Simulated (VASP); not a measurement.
# Sb (P6/mmm) in VASP: relaxation of cell and atoms with PBE

Aim: the relaxation of cell and atoms of Sb with PBE.

Everything below comes from runs of VASP 6.6.1. Logs are shortened: lines on timing, memory, paths and dates and some standing lists are left out, and cuts for length are marked.

## (1) The cell of the first run

Symmetry: P6/mmm, No. 191, hexagonal system. Conventional cell: a = 7.013 Å, b = 7.013 Å, c = 5.611 Å, α = 90.00°, β = 90.00°, γ = 120.00°. Sb (site symmetry mmm) has 4 Sb at 2.46 Å within 3.2 Å. Sb (site symmetry 3m) has 5 Sb at 2.46 to 2.82 Å within 3.2 Å. Within 5.9 Å of Sb (site symmetry 6/mmm) lie 38 Sb at 4.29 to 5.83 Å.

The cell was generated, and may not be a known phase.

## (2) Relaxation of cell and atoms, PBE

INCAR

```
SYSTEM = Sb
  PREC = Accurate
  ENCUT = 500
  EDIFF = 1E-7
  ISMEAR = 0
  SIGMA = 0.1
  LREAL = .FALSE.
  LASPH = .TRUE.
  NELM = 120
  ALGO = Normal
  ISIF = 3
  LWAVE = .FALSE.
  LCHARG = .FALSE.
  GGA = PE
  IBRION = 2
  NSW = 90
  EDIFFG = -0.04
  GGA_COMPAT = .FALSE.
  NELMIN = 4
```

KPOINTS

```
Automatic mesh
0
G
  3 3 4
  0 0 0
```

POSCAR

```
Sb
1.0
    7.0133437500      0.0000000000      0.0000000000
   -3.5066718700      6.0737338500      0.0000000000
    0.0000000000      0.0000000000      5.6108364300
Sb
8
Direct
    0.5000000000      0.0000000000      0.5000000000
    0.0000000000      0.5000000000      0.5000000000
    0.5000000000      0.5000000000      0.5000000000
    0.3333333300      0.6666666700      0.2517303000
    0.3333333300      0.6666666700      0.7482697000
    0.6666666700      0.3333333300      0.7482697000
    0.6666666700      0.3333333300      0.2517303000
    0.0000000000      0.0000000000      0.0000000000
```

Potentials or basis: VASP PAW PBE potentials, release 64 (Sb_d_GW).

The run is started by

```
> cat potpaw_PBE.64/Sb_d_GW/POTCAR > POTCAR
> mpirun -np 1 vasp_std > vasp.out
```

OUTCAR:

```text
SYSTEM = Sb
   PREC = Accurate
   ENCUT = 500
   EDIFF = 1E-7
   ISMEAR = 0
   LREAL = .FALSE.
   LASPH = .TRUE.
   NELM = 120
   ISIF = 3
   GGA = PE
   IBRION = 2
   NSW = 90
   EDIFFG = -0.04
   NELMIN = 4

 ion  position               nearest neighbor table
   1  0.500  0.000  0.500-   4 2.46   5 2.46   6 2.46   7 2.46
   2  0.000  0.500  0.500-   4 2.46   5 2.46   6 2.46   7 2.46
   3  0.500  0.500  0.500-   4 2.46   5 2.46   6 2.46   7 2.46
   4  0.333  0.667  0.252-   1 2.46   2 2.46   3 2.46   5 2.79   5 2.82
   5  0.333  0.667  0.748-   1 2.46   2 2.46   3 2.46   4 2.79   4 2.82
   6  0.667  0.333  0.748-   1 2.46   2 2.46   3 2.46   7 2.79   7 2.82
   7  0.667  0.333  0.252-   1 2.46   2 2.46   3 2.46   6 2.79   6 2.82
   8  0.000  0.000  0.000-

  LATTYP: Found a hexagonal cell.
 ALAT       =     7.0133437500
 C/A-ratio  =     0.8000230176

  Lattice vectors:

 A1 = (   7.0133437500,   0.0000000000,   0.0000000000)
 A2 = (  -3.5066718700,   6.0737338500,   0.0000000000)
 A3 = (   0.0000000000,   0.0000000000,   5.6108364300)

Analysis of symmetry for initial positions (statically):
=====================================================================
 Subroutine PRICEL returns:
 Original cell was already a primitive cell.

 Routine SETGRP: Setting up the symmetry group for a
 hexagonal supercell.

 Subroutine GETGRP returns: Found 24 space group operations
 (whereof 24 operations were pure point group operations)
 out of a pool of 24 trial point group operations.

The static configuration has the point symmetry D_6h.

Analysis of symmetry for dynamics (positions and initial velocities):
=====================================================================
 Subroutine PRICEL returns:
 Original cell was already a primitive cell.

 Routine SETGRP: Setting up the symmetry group for a
 hexagonal supercell.

 Subroutine GETGRP returns: Found 24 space group operations
 (whereof 24 operations were pure point group operations)
 out of a pool of 24 trial point group operations.

The dynamic configuration has the point symmetry D_6h.

 Subroutine INISYM returns: Found 24 space group operations
 (whereof 24 operations are pure point group operations),
 and found     1 'primitive' translations

----------------------------------------------------------------------------------------

                                     Primitive cell

  volume of cell :     239.0058

  direct lattice vectors                    reciprocal lattice vectors
     7.013343750  0.000000000  0.000000000     0.142585340  0.082321684  0.000000000
    -3.506671870  6.073733850  0.000000000     0.000000000  0.164643368  0.000000000
     0.000000000  0.000000000  5.610836430     0.000000000  0.000000000  0.178226547

  length of vectors
     7.013343750  7.013343745  5.610836430     0.164643368  0.164643368  0.178226547

[... 54 lines left out ...]
  0.333333  0.333333  0.250000      4.000000
  0.000000  0.000000  0.500000      1.000000
  0.333333  0.000000  0.500000      6.000000
  0.333333  0.333333  0.500000      2.000000
   k-points           NKPTS =      9   k-points in BZ     NKDIM =      9   number of bands    NBANDS=     72
   number of dos      NEDOS =    301   number of ions     NIONS =      8
   total plane-waves  NPLWV = 122472
   dimension x,y,z NGX =    54 NGY =   54 NGZ =   42
   dimension x,y,z NGXF=   108 NGYF=  108 NGZF=   84
   ions per type =               8
   NGX,Y,Z   is equivalent  to a cutoff of  12.80, 12.80, 12.44 a.u.
   NGXF,Y,Z  is equivalent  to a cutoff of  25.60, 25.60, 24.89 a.u.
 SYSTEM =  Sb
   PREC   = accura    normal or accurate (medium, high low for compatibility)
   ISTART =      0    job   : 0-new  1-cont  2-samecut
   ICHARG =      2    charge: 1-file 2-atom 10-const
   ISPIN  =      1    spin polarized calculation?
   LNONCOLLINEAR =      F non collinear calculations
   LSORBIT =      F    spin-orbit coupling
   LASPH  =      T    aspherical Exc in radial PAW
   ENCUT  =  500.0 eV  36.75 Ry    6.06 a.u.  12.79 12.79 10.23*2*pi/ulx,y,z
   NELM   =    120;   NELMIN=  4; NELMDL= -5     # of ELM steps
   EDIFF  = 0.1E-06   stopping-criterion for ELM
   LREAL  =      F    real-space projection
   EDIFFG = -.4E-01   stopping-criterion for IOM
   NSW    =     90    number of steps for IOM
   IBRION =      2    ionic relax: 0-MD 1-quasi-New 2-CG
   NFREE  =      1    steps in history (QN), initial steepest desc. (CG)
   ISIF   =      3    stress and relaxation
   ISYM   =      2    0-nonsym 1-usesym 2-fastsym
   POTIM  = 0.5000    time-step for ionic-motion
   TEBEG  =    0.0;   TEEND  =   0.0 temperature during run
   PSTRESS=    0.0 pullay stress
   NELECT =     120.0000    total number of electrons
   NUPDOWN=      -1.0000    fix difference up-down
   EMIN   =  10.00;   EMAX   =-10.00  energy-range for DOS
   EFERMI =   0.00;   METHOD = LEGACY
   ISMEAR =     0;   SIGMA  =   0.10  broadening in eV -4-tet -1-fermi 0-gaus
   EFERMI_NEDOS =   21; number of points for ismear=-14 and -15
   IALGO  =     38    algorithm
   IMIX   =      4    mixing-type and parameters
     AMIX     =   0.40;   BMIX     =  1.00
     AMIX_MAG =   1.60;   BMIX_MAG =  1.00
  volume/ion in A,a.u.               =      29.88       201.61
  Fermi-wavevector in a.u.,A,eV,Ry     =   1.301165  2.458846 23.035081  1.693031
  Thomas-Fermi vector in A             =   2.432317
   LORBIT       =      0    0 simple, 1 ext, 2 COOP (PROOUT), +10 PAW based schemes
   GGA     = PE    functional components
   LHFCALC =     F    Hartree Fock is set to
   AEXX    =    0.0000 exact exchange contribution
   IVDW    =     0    specifies the selected vdW correction
   LEPSILON=     F    determine dielectric tensor
   LRPA    =     F    only Hartree local field effects (RPA)
 conjugate gradient relaxation of ions
 non-spin polarized calculation
 Gauss-broadening in eV      SIGMA  =   0.10
  energy-cutoff  :      500.00
  volume of cell :      239.01
 maximum number of plane-waves:      6111
 NGX is ok and might be reduce to    54
   NGX = 25   NGY = 25   NGZ = 21

--------------------------------------- Ionic step        1  -------------------------------------------

 number of electron     120.0000075 magnetization

 Free energy of the ion-electron system (eV)
  ---------------------------------------------------
  ext. energy  EPLUGINS =         0.00000000
  ---------------------------------------------------
  free energy    TOTEN  =       -12.89635268 eV

  energy without entropy =      -12.79286866  energy(sigma->0) =      -12.84461067

 E-fermi :   5.1293     XC(G=0):  -9.5932

 val. band max:        5.1190351992   @ k =   0.3333   0.0000   0.2500
 cond. band min:       5.1417914186   @ k =   0.0000   0.0000   0.0000
 fundamental gap:      0.0227562194
 Fermi energy:         5.1292563479
[... 1690 lines left out ...]
--------------------------------------- Ionic step        9  -------------------------------------------

 number of electron     119.9999955 magnetization

 Free energy of the ion-electron system (eV)
  ---------------------------------------------------
  ext. energy  EPLUGINS =         0.00000000
  ---------------------------------------------------
  free energy    TOTEN  =       -26.57365842 eV

  energy without entropy =      -26.49645285  energy(sigma->0) =      -26.53505564

 E-fermi :   1.9124     XC(G=0):  -7.9554

 val. band max:        1.9080330080   @ k =   0.3333   0.0000   0.5000
 cond. band min:       1.9529243463   @ k =   0.3333   0.3333   0.2500
 fundamental gap:      0.0448913382
 Fermi energy:         1.9123653844
[... 708 lines left out ...]
  FREE ENERGIE OF THE ION-ELECTRON SYSTEM (eV)
  ---------------------------------------------------
  free  energy   TOTEN  =       -26.5736584203 eV

  energy  without entropy=      -26.4964528534  energy(sigma->0) =      -26.53505564

 reached required accuracy - stopping structural energy minimisation
```

OSZICAR:

```text
N       E                     dE             d eps       ncg     rms          rms(c)
DAV:   1     0.190628006177E+04    0.19063E+04   -0.27345E+04  1704   0.163E+04
DAV:   2     0.875213541942E+03   -0.10311E+04   -0.97695E+03  1688   0.289E+03
[... 151 lines left out ...]
DAV:   9    -0.265736650992E+02   -0.29457E-04   -0.31378E-05  1960   0.325E-01    0.515E-03
DAV:  10    -0.265736623399E+02    0.27593E-05   -0.57066E-06  2272   0.126E-01    0.237E-03
DAV:  11    -0.265736581113E+02    0.42286E-05   -0.39329E-06  2200   0.673E-02    0.131E-03
DAV:  12    -0.265736578305E+02    0.28085E-06   -0.82513E-07  1736   0.371E-02    0.715E-04
DAV:  13    -0.265736582339E+02   -0.40343E-06   -0.20054E-07  1016   0.127E-02    0.293E-04
DAV:  14    -0.265736584649E+02   -0.23103E-06   -0.36078E-08   848   0.159E-02    0.112E-04
DAV:  15    -0.265736584203E+02    0.44580E-07   -0.32991E-08   824   0.312E-03
   9 F= -.26573658E+02 E0= -.26535056E+02  d E =-.379741E-01
```

CONTCAR:

```text
Sb
   1.00000000000000
     7.8201219374141671    0.0000000006364177    0.0000000000000000
    -3.9100609625807556    6.7724242542042532    0.0000000000000000
    -0.0000000000000000    0.0000000000000000    6.7035317569725716
  Sb
     8
Direct
     0.5000000000000000    0.0000000000000000    0.5000000000000000
     0.0000000000000000    0.5000000000000000    0.5000000000000000
     0.5000000000000000    0.5000000000000000    0.5000000000000000
     0.3333333300000021    0.6666666699999979    0.2129952339094573
     0.3333333300000021    0.6666666699999979    0.7870047660905429
     0.6666666699999979    0.3333333300000021    0.7870047660905429
     0.6666666699999979    0.3333333300000021    0.2129952339094573
     0.0000000000000000    0.0000000000000000    1.0000000000000000

  0.00000000E+00  0.00000000E+00  0.00000000E+00
  0.00000000E+00  0.00000000E+00  0.00000000E+00
  0.00000000E+00  0.00000000E+00  0.00000000E+00
  0.00000000E+00  0.00000000E+00  0.00000000E+00
  0.00000000E+00  0.00000000E+00  0.00000000E+00
  0.00000000E+00  0.00000000E+00  0.00000000E+00
  0.00000000E+00  0.00000000E+00  0.00000000E+00
  0.00000000E+00  0.00000000E+00  0.00000000E+00
```

It took 23 min on 1 thread of AMD EPYC 9R45 (Zen 5), shared host; peak memory 0.38 GiB.

What came out:

* Free energy: -26.5737 eV
* Relaxed volume: 44.38 Å³/atom
* Relaxed cell: a = 7.820 Å, b = 7.820 Å, c = 6.704 Å, α = 90.00°, β = 90.00°, γ = 120.00°
* Space group after relaxing (to 0.1 Å): P6/mmm (No. 191)
* Energy gained by relaxing: 1709.7 meV/atom
* Ionic steps: 9
* Pressure after relaxing: 0.0 GPa
* Largest force after relaxing: 0.039 eV/Å
* Band gap on the k mesh: zero (bands 60 and 61 overlap by 0.23 eV)

Forces on the atoms (eV/Å):
```
Sb   0.000  0.000  0.000
Sb   0.000  0.000  0.000
Sb   0.000  0.000  0.000
Sb   0.000  0.000  0.039
Sb   0.000  0.000 -0.039
Sb   0.000  0.000 -0.039
Sb   0.000  0.000  0.039
Sb   0.000  0.000  0.000
```

Step by step:
```
step  energy change (eV)  largest force (eV/Å)  pressure (GPa)  volume (Å³)
   1              0.0000               10.1325           41.42       239.01
   2             -6.2155                1.2327           -3.27       617.06
   3            -13.2931                1.5996           -0.86       371.51
   4            -13.3829                1.4772           -0.26       363.51
   5            -13.4446                1.2413            0.91       350.61
   6            -13.4414                1.2922            0.66       353.13
   7            -13.6388                0.2667           -0.89       365.09
   8            -13.6393                0.3093           -0.81       364.32
   9            -13.6773                0.0388           -0.03       355.03
```

Final structure:
```
CELL_PARAMETERS angstrom
7.82012 0.00000 0.00000
-3.91006 6.77242 0.00000
0.00000 0.00000 6.70353
ATOMIC_POSITIONS crystal
Sb 0.50000 0.00000 0.50000
Sb 0.00000 0.50000 0.50000
Sb 0.50000 0.50000 0.50000
Sb 0.33333 0.66667 0.21300
Sb 0.33333 0.66667 0.78700
Sb 0.66667 0.33333 0.78700
Sb 0.66667 0.33333 0.21300
Sb 0.00000 0.00000 0.00000
```

Levels at points of the mesh, in eV from the Fermi level:
```
           k point  band 57  band 58  band 59  band 60  band 61  band 62  band 63  band 64
(0.00, 0.00, 0.00)    -0.34    -0.34    -0.11    -0.07    -0.07     0.06     0.06     0.82
(0.00, 0.00, 0.50)    -1.54    -0.35    -0.03    -0.03     0.35     0.35     0.97     1.00
```

Caveat: the volume moved by over 15 % at a fixed basis, so the end points are rough; spin-orbit coupling is left out, which moves the levels of the heavy elements.

The gap in the log of VASP goes by the Fermi energy; the results here count the filled bands.